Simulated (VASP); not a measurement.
# BaTe (Fm-3m) in VASP: further runs

The runs below take BaTe through single point, with LDA, PBEsol.

Program: VASP 6.6.1. These are calculated values, not measurements. Logs are shortened: lines on timing, memory, paths and dates and some standing lists are left out, and cuts for length are marked.

## Step 1: The cell of the first run

It takes space group Fm-3m (No. 225, cubic). The conventional cell has a = 6.910 Å, b = 6.910 Å, c = 6.910 Å, α = 90.00°, β = 90.00°, γ = 90.00°. Within 4.5 Å of Ba (site symmetry m-3m) lie 6 Te at 3.45 Å. Te (site symmetry m-3m) has 6 Ba at 3.45 Å within 4.5 Å.

## Step 2: Single point, LDA (volume scaled by 1.04)

Input file INCAR:

```
PREC = Accurate
ENCUT = 520
EDIFF = 1E-6
ISMEAR = -1
SIGMA = 0.05
LREAL = False
LASPH = True
NELM = 60
ALGO = Normal
ISIF = 2
LWAVE = False
LCHARG = False
GGA = CA
NBANDS = 15
```

Input file KPOINTS:

```
regular mesh
0
Gamma
  7 7 7
```

Input file POSCAR:

```
BaTe
1.0
    0.0000000000      3.4548735670      3.4548735670
    3.4548735670      0.0000000000      3.4548735670
    3.4548735670      3.4548735670      0.0000000000
Ba Te
1 1
Direct
    0.0000000000      0.0000000000      0.0000000000
    0.5000000000      0.5000000000      0.5000000000
```

Potentials or basis: VASP PAW LDA potentials, release 64 (Ba_sv, Te).

Command:

```
cat potpaw_LDA.64/Ba_sv/POTCAR potpaw_LDA.64/Te/POTCAR > POTCAR
mpirun -np 1 vasp_std > vasp.out
```

OUTCAR:

```text
PREC = Accurate
   ENCUT = 520
   EDIFF = 1E-6
   ISMEAR = -1
   LREAL = False
   LASPH = True
   NELM = 60
   ISIF = 2
   GGA = CA

 ion  position               nearest neighbor table
   1  0.000  0.000  0.000-   2 3.45   2 3.45   2 3.45   2 3.45   2 3.45   2 3.45
   2  0.500  0.500  0.500-   1 3.45   1 3.45   1 3.45   1 3.45   1 3.45   1 3.45

  LATTYP: Found a face centered cubic cell.
 ALAT       =     6.9097471340

  Lattice vectors:

 A1 = (   0.0000000000,   3.4548735670,   3.4548735670)
 A2 = (   3.4548735670,   0.0000000000,   3.4548735670)
 A3 = (   3.4548735670,   3.4548735670,   0.0000000000)

Analysis of symmetry for initial positions (statically):
=====================================================================
 Subroutine PRICEL returns:
 Original cell was already a primitive cell.

 Routine SETGRP: Setting up the symmetry group for a
 face centered cubic supercell.

 Subroutine GETGRP returns: Found 48 space group operations
 (whereof 48 operations were pure point group operations)
 out of a pool of 48 trial point group operations.

The static configuration has the point symmetry O_h .

Analysis of symmetry for dynamics (positions and initial velocities):
=====================================================================
 Subroutine PRICEL returns:
 Original cell was already a primitive cell.

 Routine SETGRP: Setting up the symmetry group for a
 face centered cubic supercell.

 Subroutine GETGRP returns: Found 48 space group operations
 (whereof 48 operations were pure point group operations)
 out of a pool of 48 trial point group operations.

The dynamic configuration has the point symmetry O_h .

 Subroutine INISYM returns: Found 48 space group operations
 (whereof 48 operations are pure point group operations),
 and found     1 'primitive' translations

----------------------------------------------------------------------------------------

                                     Primitive cell

  volume of cell :      82.4758

  direct lattice vectors                    reciprocal lattice vectors
     0.000000000  3.454873567  3.454873567    -0.144723096  0.144723096  0.144723096
     3.454873567  0.000000000  3.454873567     0.144723096 -0.144723096  0.144723096
     3.454873567  3.454873567  0.000000000     0.144723096  0.144723096 -0.144723096

  length of vectors
     4.885929055  4.885929055  4.885929055     0.250667756  0.250667756  0.250667756

  position of ions in fractional coordinates (direct lattice)
     0.000000000  0.000000000  0.000000000
     0.500000000  0.500000000  0.500000000

  ion indices of the primitive-cell ions
   primitive index   ion index
                 1           1
                 2           2

----------------------------------------------------------------------------------------

 KPOINTS: regular mesh

Automatic generation of k-mesh.
 Grid dimensions read from file:
 generate k-points for:    7    7    7

 Generating k-lattice:

  Cartesian coordinates                     Fractional coordinates (reciprocal lattice)
    -0.020674728  0.020674728  0.020674728     0.142857143  0.000000000  0.000000000
     0.020674728 -0.020674728  0.020674728     0.000000000  0.142857143  0.000000000
     0.020674728  0.020674728 -0.020674728     0.000000000  0.000000000  0.142857143

  Length of vectors
     0.035809679  0.035809679  0.035809679

  Shift w.r.t. Gamma in fractional coordinates (k-lattice)
     0.000000000  0.000000000  0.000000000

 Subroutine IBZKPT returns following result:
 ===========================================

 Found     20 irreducible k-points:

 Following reciprocal coordinates:
            Coordinates               Weight
  0.000000  0.000000  0.000000      1.000000
  0.142857  0.000000  0.000000      8.000000
  0.285714  0.000000  0.000000      8.000000
  0.428571  0.000000  0.000000      8.000000
  0.142857  0.142857  0.000000      6.000000
  0.285714  0.142857  0.000000     24.000000
[... 12 lines left out ...]
 -0.428571  0.428571  0.142857     24.000000
 -0.285714  0.428571  0.142857     24.000000
   k-points           NKPTS =     20   k-points in BZ     NKDIM =     20   number of bands    NBANDS=     15
   number of dos      NEDOS =    301   number of ions     NIONS =      2
   total plane-waves  NPLWV =  46656
   dimension x,y,z NGX =    36 NGY =   36 NGZ =   36
   dimension x,y,z NGXF=    72 NGYF=   72 NGZF=   72
   ions per type =               1   1
   NGX,Y,Z   is equivalent  to a cutoff of  12.25, 12.25, 12.25 a.u.
   NGXF,Y,Z  is equivalent  to a cutoff of  24.50, 24.50, 24.50 a.u.
 SYSTEM =  unknown system
   PREC   = accura    normal or accurate (medium, high low for compatibility)
   ISTART =      0    job   : 0-new  1-cont  2-samecut
   ICHARG =      2    charge: 1-file 2-atom 10-const
   ISPIN  =      1    spin polarized calculation?
   LNONCOLLINEAR =      F non collinear calculations
   LSORBIT =      F    spin-orbit coupling
   LASPH  =      T    aspherical Exc in radial PAW
   ENCUT  =  520.0 eV  38.22 Ry    6.18 a.u.   9.08  9.08  9.08*2*pi/ulx,y,z
   NELM   =     60;   NELMIN=  2; NELMDL= -5     # of ELM steps
   EDIFF  = 0.1E-05   stopping-criterion for ELM
   LREAL  =      F    real-space projection
   EDIFFG = 0.1E-04   stopping-criterion for IOM
   NSW    =      0    number of steps for IOM
   IBRION =     -1    ionic relax: 0-MD 1-quasi-New 2-CG
   NFREE  =      0    steps in history (QN), initial steepest desc. (CG)
   ISIF   =      2    stress and relaxation
   ISYM   =      2    0-nonsym 1-usesym 2-fastsym
   POTIM  = 0.5000    time-step for ionic-motion
   TEBEG  =    0.0;   TEEND  =   0.0 temperature during run
   PSTRESS=    0.0 pullay stress
   NELECT =      16.0000    total number of electrons
   NUPDOWN=      -1.0000    fix difference up-down
   EMIN   =  10.00;   EMAX   =-10.00  energy-range for DOS
   EFERMI =   0.00;   METHOD = LEGACY
   ISMEAR =    -1;   SIGMA  =   0.05  broadening in eV -4-tet -1-fermi 0-gaus
   EFERMI_NEDOS =   21; number of points for ismear=-14 and -15
   IALGO  =     38    algorithm
   IMIX   =      4    mixing-type and parameters
     AMIX     =   0.40;   BMIX     =  1.00
     AMIX_MAG =   1.60;   BMIX_MAG =  1.00
  volume/ion in A,a.u.               =      41.24       278.29
  Fermi-wavevector in a.u.,A,eV,Ry     =   0.947704  1.790901 12.219973  0.898143
  Thomas-Fermi vector in A             =   2.075823
   LORBIT       =      0    0 simple, 1 ext, 2 COOP (PROOUT), +10 PAW based schemes
   GGA     = CA    functional components
   LHFCALC =     F    Hartree Fock is set to
   AEXX    =    0.0000 exact exchange contribution
   IVDW    =     0    specifies the selected vdW correction
   LEPSILON=     F    determine dielectric tensor
   LRPA    =     F    only Hartree local field effects (RPA)
 non-spin polarized calculation
  energy-cutoff  :      520.00
  volume of cell :       82.48
 maximum number of plane-waves:      2239
   NGX = 19   NGY = 19   NGZ = 19

 number of electron      16.0000000 magnetization

 Free energy of the ion-electron system (eV)
  ---------------------------------------------------
  ext. energy  EPLUGINS =         0.00000000
  ---------------------------------------------------
  free energy    TOTEN  =        -9.61154055 eV

  energy without entropy =       -9.61154049  energy(sigma->0) =       -9.61154052

 E-fermi :   3.0015     XC(G=0):  -8.6944

 val. band max:        2.3390142649   @ k =   0.0000   0.0000   0.0000
 cond. band min:       3.6925316114   @ k =   0.4286   0.4286   0.0000
 fundamental gap:      1.3535173466
 Fermi energy:         3.0015457185

 k-point     1 :       0.0000    0.0000    0.0000
  band No.  band energies     occupation
      1     -24.5145      2.00000
      2      -9.6947      2.00000
      3      -9.6947      2.00000
      4      -9.6947      2.00000
      5      -7.3566      2.00000
      6       2.3390      2.00000
      7       2.3390      2.00000
      8       2.3390      2.00000
      9       5.1220      0.00000
     10       5.1220      0.00000
     11       5.1220      0.00000
     12       5.1847      0.00000
     13       5.8328      0.00000
     14       5.8328      0.00000
     15       9.1784      0.00000

 k-point     2 :       0.1429    0.0000    0.0000
  band No.  band energies     occupation
      1     -24.5113      2.00000
      2      -9.8161      2.00000
      3      -9.6973      2.00000
      4      -9.6973      2.00000
      5      -7.1768      2.00000
      6       1.6439      2.00000
      7       2.0102      2.00000
      8       2.0102      2.00000
      9       5.1579      0.00000
     10       5.3876      0.00000
     11       5.3876      0.00000
     12       6.0792      0.00000
     13       6.4490      0.00000
     14       6.4490      0.00000
     15       9.8474      0.00000

 k-point     3 :       0.2857    0.0000    0.0000
  band No.  band energies     occupation
      1     -24.5041      2.00000
      2     -10.0454      2.00000
      3      -9.7029      2.00000
      4      -9.7029      2.00000
      5      -6.8064      2.00000
      6       0.6345      2.00000
      7       1.4765      2.00000
      8       1.4765      2.00000
      9       5.4410      0.00000
     10       6.0808      0.00000
     11       6.0808      0.00000
     12       7.5056      0.00000
     13       7.8589      0.00000
     14       7.8589      0.00000
     15      10.5751      0.00000

 k-point     4 :       0.4286    0.0000    0.0000
  band No.  band energies     occupation
      1     -24.4983      2.00000
      2     -10.2009      2.00000
      3      -9.7074      2.00000
      4      -9.7074      2.00000
      5      -6.5257      2.00000
      6       0.0198      2.00000
      7       1.1507      2.00000
      8       1.1507      2.00000
      9       6.1532      0.00000
     10       6.9789      0.00000
     11       6.9789      0.00000
     12       7.4006      0.00000
     13       9.2346      0.00000
     14       9.2346      0.00000
     15      10.0614      0.00000
[... 235 lines left out ...]
 k-point    18 :      -0.4286    0.2857    0.1429
  band No.  band energies     occupation
      1     -24.4947      2.00000
      2     -10.0705      2.00000
      3      -9.8093      2.00000
      4      -9.7488      2.00000
      5      -6.7401      2.00000
      6       0.5013      2.00000
      7       1.2303      2.00000
      8       1.3943      2.00000
      9       5.5053      0.00000
     10       6.5412      0.00000
     11       7.3015      0.00000
     12       7.6222      0.00000
     13       8.3348      0.00000
     14       9.4284      0.00000
     15      10.2159      0.00000

 k-point    19 :      -0.4286    0.4286    0.1429
  band No.  band energies     occupation
      1     -24.4928      2.00000
      2      -9.9633      2.00000
      3      -9.8203      2.00000
      4      -9.8151      2.00000
      5      -6.9474      2.00000
      6       1.0025      2.00000
      7       1.3856      2.00000
      8       1.6239      2.00000
      9       4.5406      0.00000
     10       6.9598      0.00000
     11       7.1318      0.00000
     12       8.0254      0.00000
     13       8.0531      0.00000
     14       8.4052      0.00000
     15      10.3316      0.00000

 k-point    20 :      -0.2857    0.4286    0.1429
  band No.  band energies     occupation
      1     -24.4923      2.00000
      2      -9.9553      2.00000
      3      -9.8844      2.00000
      4      -9.7973      2.00000
      5      -6.8579      2.00000
      6       0.8660      2.00000
      7       1.3060      2.00000
      8       1.3903      2.00000
      9       5.3795      0.00000
     10       6.2463      0.00000
     11       7.3560      0.00000
     12       7.6966      0.00000
     13       7.9377      0.00000
     14       9.8474      0.00000
     15      10.6209      0.00000

------------------------ aborting loop because EDIFF is reached ----------------------------------------

  FORCE on cell =-STRESS in cart. coord.  units (eV):
  Direction    XX          YY          ZZ          XY          YZ          ZX
  --------------------------------------------------------------------------------------
  -------------------------------------------------------------------------------------
  Total       -0.1091655     -0.1091655     -0.1091655     -0.0000000     -0.0000000     -0.0000000
  in kB       -2.1206523     -2.1206523     -2.1206523     -0.0000000     -0.0000000     -0.0000000
  external PRESSURE =      -2.1206523 kB  Pullay stress =       0.0000000 kB

 VOLUME and BASIS-vectors are now :
 -----------------------------------------------------------------------------
  energy-cutoff  :      520.00
  volume of cell :       82.48
      direct lattice vectors                 reciprocal lattice vectors
     0.000000000  3.454873567  3.454873567    -0.144723096  0.144723096  0.144723096
     3.454873567  0.000000000  3.454873567     0.144723096 -0.144723096  0.144723096
     3.454873567  3.454873567  0.000000000     0.144723096  0.144723096 -0.144723096

 POSITION                                       TOTAL-FORCE (eV/Angst)
 -----------------------------------------------------------------------------------
      0.00000      0.00000      0.00000        -0.000000      0.000000     -0.000000
      3.45487      3.45487      3.45487         0.000000     -0.000000      0.000000
 -----------------------------------------------------------------------------------
    total drift:                                0.000000      0.000000      0.000000

  FREE ENERGIE OF THE ION-ELECTRON SYSTEM (eV)
  ---------------------------------------------------
  free  energy   TOTEN  =        -9.6115405459 eV

  energy  without entropy=       -9.6115404943  energy(sigma->0) =       -9.61154052
```

It took 37 s on 1 thread of Intel Xeon 8259CL, shared host; peak memory 0.19 GiB.

Results:

```
Free energy            : -9.6115 eV
Pressure               : -0.2 GPa
Band gap on the k mesh : 1.35 eV, indirect (least direct gap 1.74 eV)
```

Levels at points of the mesh, in eV from the valence-band top:
| k point | band 5 | band 6 | band 7 | band 8 | band 9 | band 10 | band 11 | band 12 |
| --- | --- | --- | --- | --- | --- | --- | --- | --- |
| (0.00, 0.00, 0.00) | -9.70 | 0.00 | 0.00 | 0.00 | 2.78 | 2.78 | 2.78 | 2.85 |

Caveat: spin-orbit coupling is left out, which moves the levels of the heavy elements. A k mesh can miss the band edges.

## Step 3: Single point, PBEsol (volume scaled by 1.02)

Input file INCAR:

```
PREC = Accurate ; ENCUT = 520
EDIFF = 1E-6 ; ISMEAR = -1
SIGMA = 0.05 ; LREAL = False
LASPH = True ; NELM = 60
ALGO = Normal ; ISIF = 2
LWAVE = False ; LCHARG = True
GGA = PS ; LELF = True
LVHAR = True ; NBANDS = 15
```

KPOINTS is that of step 2.

Input file POSCAR:

```
BaTe
1.0
    0.0000000000      3.4325834396      3.4325834396
    3.4325834396      0.0000000000      3.4325834396
    3.4325834396      3.4325834396      0.0000000000
Ba Te
1 1
Direct
    0.0000000000      0.0000000000      0.0000000000
    0.5000000000      0.5000000000      0.5000000000
```

Potentials or basis: VASP PAW PBE potentials, release 64 (Ba_sv, Te).

Command:

```
cat potpaw_PBE.64/Ba_sv/POTCAR potpaw_PBE.64/Te/POTCAR > POTCAR
mpirun -np 1 vasp_std > vasp.out
```

Run time: 57 s. Hardware: 1 thread of Intel Xeon 8259CL, shared host; peak memory 0.22 GiB.

The run converged. Its results:

```yaml
Free_energy: -9.1742 eV
Pressure: 1.6 GPa
Band_gap_on_the_k_mesh: 1.34 eV, indirect (least direct gap 1.73 eV)
```

Levels at points of the mesh, in eV from the valence-band top:
```csv
k point,band 5,band 6,band 7,band 8,band 9,band 10,band 11,band 12
"(0.00, 0.00, 0.00)",-9.72,0.00,0.00,0.00,2.82,2.82,2.82,2.98
```

Caveat: the PAW data sets were made with another functional, which shifts forces and pressure a little; spin-orbit coupling is left out, which moves the levels of the heavy elements. A k mesh can miss the band edges.
